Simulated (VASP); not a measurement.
# Nd4S (Im-3m) in VASP: further runs

Nd4S is run at these levels: PBE; tasks: relaxation of cell and atoms, single point.

Program: VASP 6.6.1. These are calculated values, not measurements. Logs are shortened: lines on timing, memory, paths and dates and some standing lists are left out, and cuts for length are marked.

**1. The cell of the first run**

The structure is cubic, space group Im-3m (No. 229). The conventional cell has a = 6.782 Å, b = 6.782 Å, c = 6.782 Å, α = 90.00°, β = 90.00°, γ = 90.00°. Within 3.9 Å of Nd (site symmetry -3m) lie 2 S at 2.94 Å and 6 Nd at 3.39 Å. Within 3.9 Å of S (site symmetry m-3m) lie 8 Nd at 2.94 Å.

The cell was generated, and may not be a known phase.

**2. Relaxation of cell and atoms, PBE**

The input, INCAR:

```
PREC = Accurate ; ENCUT = 500
EDIFF = 1E-7 ; ISMEAR = 0
SIGMA = 0.1 ; LREAL = F
LASPH = T ; NELM = 200
ALGO = Normal ; ISIF = 3
LWAVE = F ; LCHARG = F
GGA = PE ; IBRION = 2
NSW = 100 ; EDIFFG = -0.01
GGA_COMPAT = F ; NELMIN = 4
LMAXMIX = 6
```

The input, KPOINTS:

```
Automatic mesh
0
Gamma
  8 8 8
```

The input, POSCAR:

```
Nd4S
1.0
   -3.3909227337      3.3909227337      3.3909227337
    3.3909227337     -3.3909227337      3.3909227337
    3.3909227337      3.3909227337     -3.3909227337
Nd S
4 1
Direct
    0.5000000000      0.5000000000      0.5000000000
    0.5000000000      0.0000000000      0.0000000000
    0.0000000000      0.0000000000      0.5000000000
    0.0000000000      0.5000000000      0.0000000000
    0.0000000000      0.0000000000      0.0000000000
```

Potentials or basis: VASP PAW PBE potentials, release 64 (Nd_3, S), 4f in core.

Command:

```sh
$ cat potpaw_PBE.64/Nd_3/POTCAR potpaw_PBE.64/S/POTCAR > POTCAR
$ mpirun -np 1 vasp_std > vasp.out
```

OUTCAR:

```text
PREC = Accurate
   ENCUT = 500
   EDIFF = 1E-7
   ISMEAR = 0
   LREAL = F
   LASPH = T
   NELM = 200
   ISIF = 3
   GGA = PE
   IBRION = 2
   NSW = 100
   EDIFFG = -0.01
   NELMIN = 4

 ion  position               nearest neighbor table
   1  0.500  0.500  0.500-   5 2.94   5 2.94   4 3.39   2 3.39   2 3.39   4 3.39   3 3.39   3 3.39

   2  0.500  0.000  0.000-   5 2.94   5 2.94   4 3.39   1 3.39   1 3.39   3 3.39   3 3.39   4 3.39

   3  0.000  0.000  0.500-   5 2.94   5 2.94   4 3.39   1 3.39   2 3.39   4 3.39   2 3.39   1 3.39

   4  0.000  0.500  0.000-   5 2.94   5 2.94   3 3.39   1 3.39   2 3.39   3 3.39   1 3.39   2 3.39

   5  0.000  0.000  0.000-   1 2.94   2 2.94   3 2.94   4 2.94   3 2.94   4 2.94   2 2.94   1 2.94

  LATTYP: Found a body centered cubic cell.
 ALAT       =     6.7818454674

  Lattice vectors:

 A1 = (  -3.3909227337,   3.3909227337,   3.3909227337)
 A2 = (   3.3909227337,  -3.3909227337,   3.3909227337)
 A3 = (   3.3909227337,   3.3909227337,  -3.3909227337)

Analysis of symmetry for initial positions (statically):
=====================================================================
 Subroutine PRICEL returns:
 Original cell was already a primitive cell.

 Routine SETGRP: Setting up the symmetry group for a
 body centered cubic supercell.

 Subroutine GETGRP returns: Found 48 space group operations
 (whereof 48 operations were pure point group operations)
 out of a pool of 48 trial point group operations.

The static configuration has the point symmetry O_h .

Analysis of symmetry for dynamics (positions and initial velocities):
=====================================================================
 Subroutine PRICEL returns:
 Original cell was already a primitive cell.

 Routine SETGRP: Setting up the symmetry group for a
 body centered cubic supercell.

 Subroutine GETGRP returns: Found 48 space group operations
 (whereof 48 operations were pure point group operations)
 out of a pool of 48 trial point group operations.

The dynamic configuration has the point symmetry O_h .

 Subroutine INISYM returns: Found 48 space group operations
 (whereof 48 operations are pure point group operations),
 and found     1 'primitive' translations

----------------------------------------------------------------------------------------

                                     Primitive cell

  volume of cell :     155.9602

  direct lattice vectors                    reciprocal lattice vectors
    -3.390922734  3.390922734  3.390922734     0.000000000  0.147452490  0.147452490
     3.390922734 -3.390922734  3.390922734     0.147452490  0.000000000  0.147452490
     3.390922734  3.390922734 -3.390922734     0.147452490  0.147452490  0.000000000

  length of vectors
     5.873250459  5.873250459  5.873250459     0.208529311  0.208529311  0.208529311

  position of ions in fractional coordinates (direct lattice)
     0.500000000  0.500000000  0.500000000
     0.500000000  0.000000000  0.000000000
     0.000000000  0.000000000  0.500000000
     0.000000000  0.500000000  0.000000000
     0.000000000  0.000000000  0.000000000

  ion indices of the primitive-cell ions
   primitive index   ion index
                 1           1
                 2           2
                 3           3
                 4           4
                 5           5

----------------------------------------------------------------------------------------

 KPOINTS: Automatic mesh

Automatic generation of k-mesh.
 Grid dimensions read from file:
 generate k-points for:    8    8    8

 Generating k-lattice:

  Cartesian coordinates                     Fractional coordinates (reciprocal lattice)
     0.000000000  0.018431561  0.018431561     0.125000000  0.000000000  0.000000000
     0.018431561  0.000000000  0.018431561     0.000000000  0.125000000  0.000000000
     0.018431561  0.018431561  0.000000000     0.000000000  0.000000000  0.125000000

  Length of vectors
     0.026066164  0.026066164  0.026066164

  Shift w.r.t. Gamma in fractional coordinates (k-lattice)
     0.000000000  0.000000000  0.000000000

 Subroutine IBZKPT returns following result:
 ===========================================

 Found     29 irreducible k-points:

 Following reciprocal coordinates:
            Coordinates               Weight
  0.000000  0.000000  0.000000      1.000000
  0.125000  0.000000  0.000000     12.000000
  0.250000  0.000000  0.000000     12.000000
  0.375000  0.000000  0.000000     12.000000
  0.500000  0.000000  0.000000      6.000000
  0.125000  0.125000  0.000000     24.000000
[... 16 lines left out ...]
 -0.250000  0.250000  0.250000      6.000000
 -0.375000  0.375000  0.250000     24.000000
 [... further k-points ...]
   k-points           NKPTS =     29   k-points in BZ     NKDIM =     29   number of bands    NBANDS=     30
   number of dos      NEDOS =    301   number of ions     NIONS =      5
   total plane-waves  NPLWV = 110592
   dimension x,y,z NGX =    48 NGY =   48 NGZ =   48
   dimension x,y,z NGXF=    96 NGYF=   96 NGZF=   96
   ions per type =               4   1
   NGX,Y,Z   is equivalent  to a cutoff of  13.59, 13.59, 13.59 a.u.
   NGXF,Y,Z  is equivalent  to a cutoff of  27.17, 27.17, 27.17 a.u.
 SYSTEM =  unknown system
   PREC   = accura    normal or accurate (medium, high low for compatibility)
   ISTART =      0    job   : 0-new  1-cont  2-samecut
   ICHARG =      2    charge: 1-file 2-atom 10-const
   ISPIN  =      1    spin polarized calculation?
   LNONCOLLINEAR =      F non collinear calculations
   LSORBIT =      F    spin-orbit coupling
   LASPH  =      T    aspherical Exc in radial PAW
   ENCUT  =  500.0 eV  36.75 Ry    6.06 a.u.  10.71 10.71 10.71*2*pi/ulx,y,z
   NELM   =    200;   NELMIN=  4; NELMDL= -5     # of ELM steps
   EDIFF  = 0.1E-06   stopping-criterion for ELM
   LREAL  =      F    real-space projection
   EDIFFG = -.1E-01   stopping-criterion for IOM
   NSW    =    100    number of steps for IOM
   IBRION =      2    ionic relax: 0-MD 1-quasi-New 2-CG
   NFREE  =      1    steps in history (QN), initial steepest desc. (CG)
   ISIF   =      3    stress and relaxation
   ISYM   =      2    0-nonsym 1-usesym 2-fastsym
   POTIM  = 0.5000    time-step for ionic-motion
   TEBEG  =    0.0;   TEEND  =   0.0 temperature during run
   PSTRESS=    0.0 pullay stress
   NELECT =      50.0000    total number of electrons
   NUPDOWN=      -1.0000    fix difference up-down
   EMIN   =  10.00;   EMAX   =-10.00  energy-range for DOS
   EFERMI =   0.00;   METHOD = LEGACY
   ISMEAR =     0;   SIGMA  =   0.10  broadening in eV -4-tet -1-fermi 0-gaus
   EFERMI_NEDOS =   21; number of points for ismear=-14 and -15
   IALGO  =     38    algorithm
   IMIX   =      4    mixing-type and parameters
     AMIX     =   0.40;   BMIX     =  1.00
     AMIX_MAG =   1.60;   BMIX_MAG =  1.00
  volume/ion in A,a.u.               =      31.19       210.49
  Fermi-wavevector in a.u.,A,eV,Ry     =   1.120453  2.117349 17.080954  1.255415
  Thomas-Fermi vector in A             =   2.257099
   LORBIT       =      0    0 simple, 1 ext, 2 COOP (PROOUT), +10 PAW based schemes
   GGA     = PE    functional components
   LHFCALC =     F    Hartree Fock is set to
   AEXX    =    0.0000 exact exchange contribution
   IVDW    =     0    specifies the selected vdW correction
   LEPSILON=     F    determine dielectric tensor
   LRPA    =     F    only Hartree local field effects (RPA)
 conjugate gradient relaxation of ions
 non-spin polarized calculation
 Gauss-broadening in eV      SIGMA  =   0.10
  energy-cutoff  :      500.00
  volume of cell :      155.96
 maximum number of plane-waves:      4012
 NGX is ok and might be reduce to    48
   NGX = 21   NGY = 21   NGZ = 21

--------------------------------------- Ionic step        1  -------------------------------------------

 number of electron      50.0000000 magnetization

 Free energy of the ion-electron system (eV)
  ---------------------------------------------------
  ext. energy  EPLUGINS =         0.00000000
  ---------------------------------------------------
  free energy    TOTEN  =       -24.80841451 eV

  energy without entropy =      -24.76590490  energy(sigma->0) =      -24.78715970

------------------------ aborting loop because EDIFF is reached ----------------------------------------

  FORCE on cell =-STRESS in cart. coord.  units (eV):
  Direction    XX          YY          ZZ          XY          YZ          ZX
  --------------------------------------------------------------------------------------
  -------------------------------------------------------------------------------------
  Total        0.2837036      0.2837036      0.2837036      0.0000000      0.0000000      0.0000000
  in kB        2.9144849      2.9144849      2.9144849      0.0000000      0.0000000      0.0000000
  external PRESSURE =       2.9144849 kB  Pullay stress =       0.0000000 kB
[... 63 lines left out ...]
  energy  without entropy=      -24.7662308283  energy(sigma->0) =      -24.78774372

--------------------------------------- Ionic step        3  -------------------------------------------

 number of electron      50.0000000 magnetization

 Free energy of the ion-electron system (eV)
  ---------------------------------------------------
  ext. energy  EPLUGINS =         0.00000000
  ---------------------------------------------------
  free energy    TOTEN  =       -24.80932447 eV

  energy without entropy =      -24.76640720  energy(sigma->0) =      -24.78786583

 E-fermi :   3.9019     XC(G=0):  -9.6866

 val. band max:        3.9009988161   @ k =  -0.3750   0.5000   0.2500
 cond. band min:       3.9089938643   @ k =  -0.3750  -0.3750   0.1250
 fundamental gap:      0.0079950483
 Fermi energy:         3.9019031640

 k-point     1 :       0.0000    0.0000    0.0000
  band No.  band energies     occupation
      1     -34.2750      2.00000
      2     -34.0712      2.00000
      3     -34.0712      2.00000
      4     -34.0712      2.00000
      5     -15.9395      2.00000
      6     -15.9395      2.00000
[... 781 lines left out ...]
     29       4.6979      0.00000
     30       5.4845      0.00000

 [... further k-points ...]

------------------------ aborting loop because EDIFF is reached ----------------------------------------

  FORCE on cell =-STRESS in cart. coord.  units (eV):
  Direction    XX          YY          ZZ          XY          YZ          ZX
  --------------------------------------------------------------------------------------
  -------------------------------------------------------------------------------------
  Total       -0.0001553     -0.0001553     -0.0001553      0.0000000     -0.0000000      0.0000000
  in kB       -0.0015854     -0.0015854     -0.0015854      0.0000000     -0.0000000      0.0000000
  external PRESSURE =      -0.0015854 kB  Pullay stress =       0.0000000 kB
[... 20 lines left out ...]
  FREE ENERGIE OF THE ION-ELECTRON SYSTEM (eV)
  ---------------------------------------------------
  free  energy   TOTEN  =       -24.8093244724 eV

  energy  without entropy=      -24.7664071964  energy(sigma->0) =      -24.78786583

 reached required accuracy - stopping structural energy minimisation
```

Run time: 3.8 min. Hardware: 1 thread of Intel Xeon 6975P-C (Granite Rapids), shared host; peak memory 0.39 GiB.

What came out:

```yaml
Free_energy: -24.8093 eV
Relaxed_volume: 31.39 Å³/atom
Relaxed_cell: a = 5.886 Å, b = 5.886 Å, c = 5.886 Å, α = 109.47°, β = 109.47°, γ = 109.47°
Space_group_after_relaxing_to_0.1_Å: Im-3m (No. 229)
Energy_gained_by_relaxing: 0.2 meV/atom
Ionic_steps: 3
Pressure_after_relaxing: 0.0 GPa
Band_gap_on_the_k_mesh: zero (bands 25 and 26 overlap by 0.83 eV)
```

Step by step:
```
step  energy change (eV)  largest force (eV/Å)  pressure (GPa)  volume (Å³)
   1              0.0000                0.0000            0.29       155.96
   2             -0.0008                0.0000           -0.08       157.24
   3             -0.0009                0.0000            0.00       156.97
```

Final structure:
```cif
data_structure
_symmetry_space_group_name_H-M 'P 1'
_symmetry_Int_Tables_number 1
_cell_length_a 5.8859
_cell_length_b 5.8859
_cell_length_c 5.8859
_cell_angle_alpha 109.471
_cell_angle_beta 109.471
_cell_angle_gamma 109.471
_cell_volume 156.97
loop_
_atom_site_label
_atom_site_type_symbol
_atom_site_fract_x
_atom_site_fract_y
_atom_site_fract_z
_atom_site_occupancy
Nd1 Nd 0.50000 0.50000 0.50000 1
Nd2 Nd 0.50000 0.00000 0.00000 1
Nd3 Nd 0.00000 0.00000 0.50000 1
Nd4 Nd 0.00000 0.50000 0.00000 1
S1 S 0.00000 0.00000 0.00000 1
```

Caveat: spin-orbit coupling is left out, which moves the levels of the heavy elements; the 4f electrons are frozen in the core, so they carry no moment and show no levels; the run has no spin polarisation, though such a crystal can be magnetic.

(Continued in part 2 of 2.)
